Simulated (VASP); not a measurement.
Sr3Zn2H:

```
CELL_PARAMETERS angstrom
5.03466 0.00000 0.00000
-2.51733 4.36014 0.00000
0.00000 0.00000 5.57030
ATOMIC_POSITIONS crystal
Sr 0.33333 0.66667 0.50000
Sr 0.66667 0.33333 0.50000
Sr 0.00000 0.00000 0.00000
Zn 0.33333 0.66667 0.00000
Zn 0.66667 0.33333 0.00000
H 0.00000 0.00000 0.50000
```

| Item | Value |
| --- | --- |
| Program | VASP 6.6.1 |
| Task | relaxation of cell and atoms |
| Functional | PBE |
| Potentials or basis | VASP PAW PBE potentials, release 64 (Sr_sv, Zn, H) |
| Cutoff | 600 eV |
| k mesh | 6 × 6 × 4 |
| Occupations | gaussian, width 0.1 eV |
| Spin | no spin polarisation |

At the start: pressure 14.9 GPa; volume 20.38 Å³/atom.

Question: Where does the relaxation end?

Answer: Over 7 steps the energy falls by 303.3 meV/atom and the volume is 29.05 Å³/atom (+42.5 %); space group P6/mmm (No. 191, to 0.05 Å).

Step by step:
```csv
step,energy change (eV),largest force (eV/Å),pressure (GPa),volume (Å³)
1,0.0000,0.0000,14.85,122.28
2,-1.6798,0.0000,2.13,158.82
3,-1.7421,0.0000,-0.40,176.68
4,-1.7521,0.0000,0.15,171.85
5,-1.7520,0.0000,0.28,170.75
6,-1.8098,0.0000,0.16,172.96
7,-1.8200,0.0000,0.14,174.28
```

Final structure:
```xyz
6
Lattice="5.7079 0.0000 0.0000 -2.8539 4.9432 0.0000 0.0000 0.0000 6.1770" Properties=species:S:1:pos:R:3 pbc="T T T"
Sr    0.0000    3.2955    3.0885
Sr    2.8539    1.6477    3.0885
Sr    0.0000    0.0000    0.0000
Zn    0.0000    3.2955    0.0000
Zn    2.8539    1.6477    0.0000
H     0.0000    0.0000    3.0885
```

Caveat: the volume moved by over 15 % at a fixed basis, so the end points are rough.
